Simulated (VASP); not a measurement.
# Mo (Cmcm) in VASP: a series of runs

The runs below take Mo through single point, with PBE.

Everything below comes from runs of VASP 6.6.1. Logs are shortened: lines on timing, memory, paths and dates and some standing lists are left out, and cuts for length are marked.

## 1. The cell of the first run

The structure is orthorhombic, space group Cmcm (No. 63). The conventional cell has a = 3.160 Å, b = 4.470 Å, c = 4.470 Å, α = 90.00°, β = 90.00°, γ = 90.00°. Mo (site symmetry m2m) has 14 Mo at 2.74 to 3.55 Å within 3.6 Å.

## 2. Single point, PBE (atoms displaced along a vibrational mode)

INCAR

```
ALGO     = Fast           # electronic algorithm
EDIFF    = 1E-7           # SCF threshold, eV
ENCUT    = 520            # plane-wave cutoff, eV
GGA      = PE             # functional
ISIF     = 2              # what is computed and relaxed
ISMEAR   = 0              # smearing method
LASPH    = T              # aspherical terms in the spheres
LCHARG   = F              # write CHGCAR
LREAL    = F              # projectors in reciprocal space
LWAVE    = F              # write WAVECAR
NBANDS   = 21             # bands
NELM     = 80             # most SCF steps
PREC     = Accurate       # precision mode
SIGMA    = 0.15           # smearing width, eV
```

KPOINTS

```
k-points
0
Gamma
  24 24 14
```

POSCAR

```
Mo
1.0
   -1.5802194352      1.5802194352      1.5802194352
    1.5802194352     -1.5802194352      1.5802194352
    3.1604388703      3.1604388703      0.0000000000
Mo
2
Direct
   -0.0587309351      0.0587309351      0.0000000000
    0.5587309351      0.4412690649      0.5000000000
```

Potentials or basis: VASP PAW PBE potentials, release 64 (Mo_sv).

Run with:

```bash
$ cat potpaw_PBE.64/Mo_sv/POTCAR > POTCAR
$ mpirun -np 1 vasp_std > vasp.out
```

OUTCAR:

```text
EDIFF = 1E-7
   ENCUT = 520
   GGA = PE
   ISIF = 2
   ISMEAR = 0
   LASPH = T
   LREAL = F
   NELM = 80
   PREC = Accurate

 ion  position               nearest neighbor table
   1  0.941  0.059  0.000-   2 2.79   2 2.79   2 2.79   2 2.79   2 2.81   2 2.81
   2  0.559  0.441  0.500-   1 2.79   1 2.79   1 2.79   1 2.79   1 2.81   1 2.81

  LATTYP: Found a base centered orthorhombic cell.
 ALAT       =     3.1604388704
 B/A-ratio  =     1.4142135624
 C/A-ratio  =     1.4142135623

  Lattice vectors:

 A1 = (  -1.5802194352,   1.5802194352,   1.5802194352)
 A2 = (   1.5802194352,  -1.5802194352,   1.5802194352)
 A3 = (   3.1604388703,   3.1604388703,   0.0000000000)

Analysis of symmetry for initial positions (statically):
=====================================================================
 Subroutine PRICEL returns:
 Original cell was already a primitive cell.

 Routine SETGRP: Setting up the symmetry group for a
 base centered orthorhombic supercell.

 Subroutine GETGRP returns: Found  8 space group operations
 (whereof  4 operations were pure point group operations)
 out of a pool of  8 trial point group operations.

The static configuration has the point symmetry C_2v.
 The point group associated with its full space group is D_2h.

Analysis of symmetry for dynamics (positions and initial velocities):
=====================================================================
 Subroutine PRICEL returns:
 Original cell was already a primitive cell.

 Routine SETGRP: Setting up the symmetry group for a
 base centered orthorhombic supercell.

 Subroutine GETGRP returns: Found  8 space group operations
 (whereof  4 operations were pure point group operations)
 out of a pool of  8 trial point group operations.

The dynamic configuration has the point symmetry C_2v.
 The point group associated with its full space group is D_2h.

 Subroutine INISYM returns: Found  8 space group operations
 (whereof  4 operations are pure point group operations),
 and found     1 'primitive' translations

----------------------------------------------------------------------------------------

                                     Primitive cell

  volume of cell :      31.5676

  direct lattice vectors                    reciprocal lattice vectors
    -1.580219435  1.580219435  1.580219435    -0.158205876  0.158205876  0.316411752
     1.580219435 -1.580219435  1.580219435     0.158205876 -0.158205876  0.316411752
     3.160438870  3.160438870  0.000000000     0.158205876  0.158205876  0.000000000

  length of vectors
     2.737020349  2.737020349  4.469535513     0.387523670  0.387523670  0.223736895

  position of ions in fractional coordinates (direct lattice)
     0.941269065  0.058730935  0.000000000
     0.558730935  0.441269065  0.500000000

  ion indices of the primitive-cell ions
   primitive index   ion index
                 1           1
                 2           2

----------------------------------------------------------------------------------------

 KPOINTS: k-points

Automatic generation of k-mesh.
 Grid dimensions read from file:
 generate k-points for:   24   24   14

 Generating k-lattice:

  Cartesian coordinates                     Fractional coordinates (reciprocal lattice)
    -0.006591911  0.006591911  0.013183823     0.041666667  0.000000000  0.000000000
     0.006591911 -0.006591911  0.013183823     0.000000000  0.041666667  0.000000000
     0.011300420  0.011300420  0.000000000     0.000000000  0.000000000  0.071428571

  Length of vectors
     0.016146820  0.016146820  0.015981207

  Shift w.r.t. Gamma in fractional coordinates (k-lattice)
     0.000000000  0.000000000  0.000000000

 Subroutine IBZKPT returns following result:
 ===========================================

 Found   1256 irreducible k-points:

 Following reciprocal coordinates:
            Coordinates               Weight
  0.000000  0.000000  0.000000      1.000000
  0.041667  0.000000  0.000000      4.000000
  0.083333  0.000000  0.000000      4.000000
  0.125000  0.000000  0.000000      4.000000
  0.166667  0.000000  0.000000      4.000000
  0.208333  0.000000  0.000000      4.000000
[... 16 lines left out ...]
  0.416667  0.041667  0.000000      4.000000
  0.458333  0.041667  0.000000      4.000000
 [... further k-points ...]
   k-points           NKPTS =   1256   k-points in BZ     NKDIM =   1256   number of bands    NBANDS=     21
   number of dos      NEDOS =    301   number of ions     NIONS =      2
   total plane-waves  NPLWV =  14400
   dimension x,y,z NGX =    20 NGY =   20 NGZ =   36
   dimension x,y,z NGXF=    40 NGYF=   40 NGZF=   72
   ions per type =               2
   NGX,Y,Z   is equivalent  to a cutoff of  12.15, 12.15, 13.39 a.u.
   NGXF,Y,Z  is equivalent  to a cutoff of  24.30, 24.30, 26.78 a.u.
 SYSTEM =  unknown system
   PREC   = accura    normal or accurate (medium, high low for compatibility)
   ISTART =      0    job   : 0-new  1-cont  2-samecut
   ICHARG =      2    charge: 1-file 2-atom 10-const
   ISPIN  =      1    spin polarized calculation?
   LNONCOLLINEAR =      F non collinear calculations
   LSORBIT =      F    spin-orbit coupling
   LASPH  =      T    aspherical Exc in radial PAW
   ENCUT  =  520.0 eV  38.22 Ry    6.18 a.u.   5.09  5.09  8.31*2*pi/ulx,y,z
   NELM   =     80;   NELMIN=  2; NELMDL= -5     # of ELM steps
   EDIFF  = 0.1E-06   stopping-criterion for ELM
   LREAL  =      F    real-space projection
   EDIFFG = 0.1E-05   stopping-criterion for IOM
   NSW    =      0    number of steps for IOM
   IBRION =     -1    ionic relax: 0-MD 1-quasi-New 2-CG
   NFREE  =      0    steps in history (QN), initial steepest desc. (CG)
   ISIF   =      2    stress and relaxation
   ISYM   =      2    0-nonsym 1-usesym 2-fastsym
   POTIM  = 0.5000    time-step for ionic-motion
   TEBEG  =    0.0;   TEEND  =   0.0 temperature during run
   PSTRESS=    0.0 pullay stress
   NELECT =      28.0000    total number of electrons
   NUPDOWN=      -1.0000    fix difference up-down
   EMIN   =  10.00;   EMAX   =-10.00  energy-range for DOS
   EFERMI =   0.00;   METHOD = LEGACY
   ISMEAR =     0;   SIGMA  =   0.15  broadening in eV -4-tet -1-fermi 0-gaus
   EFERMI_NEDOS =   21; number of points for ismear=-14 and -15
   IALGO  =     68    algorithm
   IMIX   =      4    mixing-type and parameters
     AMIX     =   0.40;   BMIX     =  1.00
     AMIX_MAG =   1.60;   BMIX_MAG =  1.00
  volume/ion in A,a.u.               =      15.78       106.51
  Fermi-wavevector in a.u.,A,eV,Ry     =   1.572945  2.972434 33.662922  2.474155
  Thomas-Fermi vector in A             =   2.674303
   LORBIT       =      0    0 simple, 1 ext, 2 COOP (PROOUT), +10 PAW based schemes
   GGA     = PE    functional components
   LHFCALC =     F    Hartree Fock is set to
   AEXX    =    0.0000 exact exchange contribution
   IVDW    =     0    specifies the selected vdW correction
   LEPSILON=     F    determine dielectric tensor
   LRPA    =     F    only Hartree local field effects (RPA)
 non-spin polarized calculation
 RMM-DIIS sequential band-by-band and
 Gauss-broadening in eV      SIGMA  =   0.15
  energy-cutoff  :      520.00
  volume of cell :       31.57
 maximum number of plane-waves:       872
   NGX = 11   NGY = 11   NGZ = 17

 number of electron      28.0000004 magnetization

 Free energy of the ion-electron system (eV)
  ---------------------------------------------------
  ext. energy  EPLUGINS =         0.00000000
  ---------------------------------------------------
  free energy    TOTEN  =       -21.25260381 eV

  energy without entropy =      -21.22813077  energy(sigma->0) =      -21.24036729

 E-fermi :  12.2673     XC(G=0): -13.3174

 val. band max:       12.2668442691   @ k =   0.3750   0.0000   0.0000
 cond. band min:      12.2681578409   @ k =   0.1250   0.0417   0.0714
 fundamental gap:      0.0013135718
 Fermi energy:        12.2673327707

 k-point     1 :       0.0000    0.0000    0.0000
  band No.  band energies     occupation
      1     -48.7547      2.00000
      2     -48.4935      2.00000
      3     -23.4000      2.00000
      4     -22.4364      2.00000
      5     -22.1421      2.00000
      6     -22.1266      2.00000
[... 13 lines left out ...]
     20      15.9429      0.00000
     21      23.5503      0.00000

 k-point     2 :       0.0417    0.0000    0.0000
  band No.  band energies     occupation
      1     -48.7515      2.00000
      2     -48.4923      2.00000
      3     -23.3929      2.00000
      4     -22.4442      2.00000
      5     -22.1582      2.00000
      6     -22.1314      2.00000
[... 13 lines left out ...]
     20      16.2356      0.00000
     21      23.5354      0.00000

 k-point     3 :       0.0833    0.0000    0.0000
  band No.  band energies     occupation
      1     -48.7423      2.00000
      2     -48.4889      2.00000
      3     -23.3716      2.00000
      4     -22.4699      2.00000
      5     -22.1934      2.00000
      6     -22.1617      2.00000
[... 13 lines left out ...]
     20      16.9555      0.00000
     21      23.4860      0.00000

 k-point     4 :       0.1250    0.0000    0.0000
  band No.  band energies     occupation
      1     -48.7273      2.00000
      2     -48.4837      2.00000
      3     -23.3369      2.00000
      4     -22.5195      2.00000
      5     -22.2476      2.00000
      6     -22.2160      2.00000
[... 13 lines left out ...]
     20      17.8238      0.00000
     21      23.3918      0.00000

 k-point     5 :       0.1667    0.0000    0.0000
  band No.  band energies     occupation
      1     -48.7075      2.00000
      2     -48.4772      2.00000
      3     -23.2898      2.00000
      4     -22.5965      2.00000
      5     -22.3456      2.00000
      6     -22.2538      2.00000
[... 13 lines left out ...]
     20      18.7472      0.00000
     21      23.2475      0.00000

 k-point     6 :       0.2083    0.0000    0.0000
  band No.  band energies     occupation
      1     -48.6838      2.00000
      2     -48.4703      2.00000
      3     -23.2318      2.00000
      4     -22.6969      2.00000
      5     -22.4691      2.00000
      6     -22.2782      2.00000
[... 13 lines left out ...]
     20      19.6935      0.00000
     21      23.0618      0.00000

 k-point     7 :       0.2500    0.0000    0.0000
  band No.  band energies     occupation
      1     -48.6574      2.00000
      2     -48.4636      2.00000
      3     -23.1648      2.00000
      4     -22.8106      2.00000
      5     -22.6027      2.00000
      6     -22.2950      2.00000
[... 13 lines left out ...]
     20      20.6439      0.00000
     21      22.8607      0.00000
[... 291 lines left out ...]
      1     -48.6192      2.00000
      2     -48.4602      2.00000
      3     -23.0548      2.00000
      4     -22.9415      2.00000
      5     -22.7494      2.00000
      6     -22.3398      2.00000
[... 13 lines left out ...]
     20      21.9904      0.00000
     21      22.6037      0.00000

 k-point    21 :       0.3333    0.0417    0.0000
  band No.  band energies     occupation
      1     -48.5919      2.00000
      2     -48.4571      2.00000
      3     -23.0482      2.00000
      4     -22.9771      2.00000
      5     -22.8684      2.00000
      6     -22.3465      2.00000
[... 13 lines left out ...]
     20      22.3551      0.00000
     21      22.5556      0.00000

 k-point    22 :       0.3750    0.0417    0.0000
  band No.  band energies     occupation
      1     -48.5671      2.00000
      2     -48.4561      2.00000
      3     -23.1384      2.00000
      4     -22.9694      2.00000
      5     -22.9022      2.00000
      6     -22.3494      2.00000
[... 13 lines left out ...]
     20      21.4168      0.00000
     21      22.6286      0.00000

 k-point    23 :       0.4167    0.0417    0.0000
  band No.  band energies     occupation
      1     -48.5470      2.00000
      2     -48.4568      2.00000
      3     -23.2056      2.00000
      4     -23.0458      2.00000
      5     -22.8380      2.00000
      6     -22.3616      2.00000
[... 13 lines left out ...]
     20      20.4934      0.00000
     21      22.8445      0.00000

 k-point    24 :       0.4583    0.0417    0.0000
  band No.  band energies     occupation
      1     -48.5346      2.00000
      2     -48.4576      2.00000
      3     -23.2456      2.00000
      4     -23.0927      2.00000
      5     -22.7975      2.00000
      6     -22.3920      2.00000
[... 13 lines left out ...]
     20      19.6080      0.00000
     21      23.0940      0.00000

 [... further k-points ...]

------------------------ aborting loop because EDIFF is reached ----------------------------------------

  FORCE on cell =-STRESS in cart. coord.  units (eV):
  Direction    XX          YY          ZZ          XY          YZ          ZX
  --------------------------------------------------------------------------------------
  -------------------------------------------------------------------------------------
  Total        1.2446772      1.2446772      0.1311735      2.0421237      0.0000000     -0.0000000
  in kB       63.1720754     63.1720754      6.6575509    103.6455005      0.0000000     -0.0000000
  external PRESSURE =      44.3339006 kB  Pullay stress =       0.0000000 kB

 VOLUME and BASIS-vectors are now :
 -----------------------------------------------------------------------------
  energy-cutoff  :      520.00
  volume of cell :       31.57
      direct lattice vectors                 reciprocal lattice vectors
    -1.580219435  1.580219435  1.580219435    -0.158205876  0.158205876  0.316411752
     1.580219435 -1.580219435  1.580219435     0.158205876 -0.158205876  0.316411752
     3.160438870  3.160438870  0.000000000     0.158205876  0.158205876  0.000000000

 POSITION                                       TOTAL-FORCE (eV/Angst)
 -----------------------------------------------------------------------------------
     -1.39460      1.39460      1.58022        -1.055805      1.055805      0.000000
      1.39460      1.76583      1.58022         1.055805     -1.055805      0.000000
 -----------------------------------------------------------------------------------
    total drift:                                0.000000      0.000000     -0.000000

  FREE ENERGIE OF THE ION-ELECTRON SYSTEM (eV)
  ---------------------------------------------------
  free  energy   TOTEN  =       -21.2526038104 eV

  energy  without entropy=      -21.2281307715  energy(sigma->0) =      -21.24036729
```

Wall time 16 min (1 thread of Intel Xeon 8259CL, shared host); peak memory 0.68 GiB.

What came out:

```
Free energy            : -21.2526 eV
Pressure               : 4.4 GPa
Largest force          : 1.493 eV/Å
Band gap on the k mesh : zero (bands 14 and 15 overlap by 2.40 eV)
```

Forces on the atoms (eV/Å):
```
Mo  -1.056  1.056  0.000
Mo   1.056 -1.056  0.000
```

Caveat: the cell differs from its parent crystal (atoms displaced along a vibrational mode); the stress differs along the axes, from 1 to 6 GPa; forces of over 1 eV/Å act on the atoms, so gaps and moduli don't describe the material at rest.

## 3. Single point, PBE (atoms displaced along a vibrational mode)

INCAR

```
SYSTEM = Mo
ALGO = Fast
EDIFF = 1E-6
ENCUT = 520
GGA = PE
ISIF = 2
ISMEAR = 0
LASPH = .TRUE.
LCHARG = .FALSE.
LREAL = .FALSE.
LWAVE = .FALSE.
NBANDS = 21
NELM = 60
PREC = Accurate
SIGMA = 0.15
```

KPOINTS

```
k-points
0
G
  24 24 14
  0 0 0
```

POSCAR

```
Mo
1.0
   -1.5802194352      1.5802194352      1.5802194352
    1.5802194352     -1.5802194352      1.5802194352
    3.1604388703      3.1604388703      0.0000000000
Mo
2
Direct
   -0.0419506679      0.0419506679      0.0000000000
    0.5419506679      0.4580493321      0.5000000000
```

Potentials or basis: VASP PAW PBE potentials, release 64 (Mo_sv).

Run with:

```bash
$ cat potpaw_PBE.64/Mo_sv/POTCAR > POTCAR
$ mpirun -np 1 vasp_std > vasp.out
```

It took 13 min on 1 thread of Intel Xeon 8259CL, shared host; peak memory 0.68 GiB.

Results (log left out):

* Free energy: -21.4943 eV
* Pressure: 2.9 GPa
* Largest force: 1.659 eV/Å
* Band gap on the k mesh: zero (bands 14 and 15 overlap by 2.46 eV)

Forces on the atoms (eV/Å):
```
Mo  -1.173  1.173  0.000
Mo   1.173 -1.173  0.000
```

Stress tensor (GPa, compression positive):
```
3.86 7.22 0.00
7.22 3.86 0.00
0.00 0.00 0.93
```

Levels at points of the mesh, in eV from the Fermi level:
| k point | band 10 | band 11 | band 12 | band 13 | band 14 | band 15 | band 16 | band 17 | band 18 | band 19 |
| --- | --- | --- | --- | --- | --- | --- | --- | --- | --- | --- |
| (0.00, 0.00, 0.00) | -5.15 | -3.15 | -1.44 | -0.94 | -0.91 | 1.28 | 1.46 | 1.56 | 1.71 | 2.80 |
| (0.50, 0.00, 0.00) | -3.76 | -3.64 | -1.96 | -1.56 | -1.03 | 0.12 | 2.39 | 2.74 | 3.14 | 6.01 |
| (0.50, 0.50, 0.00) | -5.01 | -4.99 | -3.15 | 1.01 | 1.46 | 1.62 | 3.92 | 4.23 | 4.57 | 4.91 |
| (0.00, 0.00, 0.50) | -5.13 | -2.53 | -2.53 | -1.44 | -1.44 | 0.60 | 0.60 | 1.48 | 1.48 | 2.71 |
| (0.50, 0.00, 0.50) | -5.09 | -3.13 | -3.13 | 1.36 | 1.36 | 1.57 | 1.57 | 2.55 | 2.55 | 4.66 |
| (0.50, 0.50, 0.50) | -4.53 | -3.07 | -3.07 | -0.64 | -0.64 | 0.90 | 0.90 | 4.41 | 4.41 | 6.76 |

Caveat: the cell differs from its parent crystal (atoms displaced along a vibrational mode); forces of over 1 eV/Å act on the atoms, so gaps and moduli don't describe the material at rest.
